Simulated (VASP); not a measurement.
Here is a VASP 6.6.1 calculation.

INCAR

```
SYSTEM = H3CNO
PREC     = Accurate       ! precision mode
ENCUT    = 520            ! plane-wave cutoff, eV
EDIFF    = 1E-6           ! SCF threshold, eV
ISMEAR   = -1             ! smearing method
SIGMA    = 0.05           ! smearing width, eV
LREAL    = Auto         
LASPH    = .True.         ! aspherical terms in the spheres
NELM     = 80             ! most SCF steps
ALGO     = Normal         ! electronic algorithm
ISIF     = 2              ! what is computed and relaxed
LWAVE    = .False.        ! write WAVECAR
LCHARG   = .False.        ! write CHGCAR
GGA      = CA             ! functional
NBANDS   = 66             ! bands
```

Contents of KPOINTS:

```
regular mesh
0
Gamma
  1 1 1
  0 0 0
```

Contents of POSCAR:

```
H3CNO
1.0
    8.5748860000      0.0000000000      0.0000000000
    0.0000000000      8.5748860000      0.0000000000
    0.0000000000      0.0000000000      8.5748860000
N H O C
5 15 5 5
Direct
    0.4917966256      0.8030893938      0.7249892302
    0.5342928174      0.1999093632      0.4677963066
    1.0482821579      0.6884639633      0.1711159775
    0.5092312598      0.9801296484      0.2052971900
    0.2459974395      0.3937894918      0.3302084716
    0.4134515608      0.8691660740      0.7903428687
    0.6096524199      0.8345417070      0.7646165792
    0.5196453924      0.8656441613      0.6287780386
    0.6015356939      0.2931817403      0.4302797728
    0.4857790529      0.2263586944      0.5585263757
    0.6200782145      0.1142755717      0.5090330064
    1.1155600203      0.7810832704      0.1807837445
    1.1254027167      0.5975123168      0.1994312228
    0.9614705082      0.7082776377      0.2483998038
    0.5318438053      0.9722578236      0.0856337915
    0.4317841660      0.8976445868      0.2189416862
    0.4801696489      1.0744049542      0.2582425003
    0.3154444269      0.3212754082      0.2717703769
    0.3044122103      0.5004381399      0.3506868779
    0.2497992393      0.3326691457      0.4321107009
    0.7269367779     -0.1233252547      0.4786419318
    0.2362130529      0.2831991003      0.9743103290
    0.2254607233      0.9823104354      0.6110868413
    0.6961025488      0.5875996486      1.0348475770
    0.2297756495      0.7725816996     -0.1401884527
    0.7321146893     -0.1288530250      0.3453223751
    0.3266515730      0.2516301674      0.8851662868
    0.1181939912      0.9063210870      0.6132209804
    0.7347619549      0.5576983764      1.1598871402
    0.2349652229      0.6801373219     -0.0497382706
```

Potentials or basis: VASP PAW LDA potentials, release 64 (N, H, O, C).

Command:

```sh
$ cat potpaw_LDA.64/N/POTCAR potpaw_LDA.64/H/POTCAR potpaw_LDA.64/O/POTCAR potpaw_LDA.64/C/POTCAR > POTCAR
$ mpirun -np 1 vasp_gam > vasp.out
```

(1) What does it give for the largest force?

(2) Estimate the pressure.

(3) Predict the band gap on the k mesh.

## Answers

(1) 7.761 eV/Å.

(2) 1.3 GPa.

(3) 3.47 eV.

Caveat: the k points lie up to 0.73 Å⁻¹ apart.
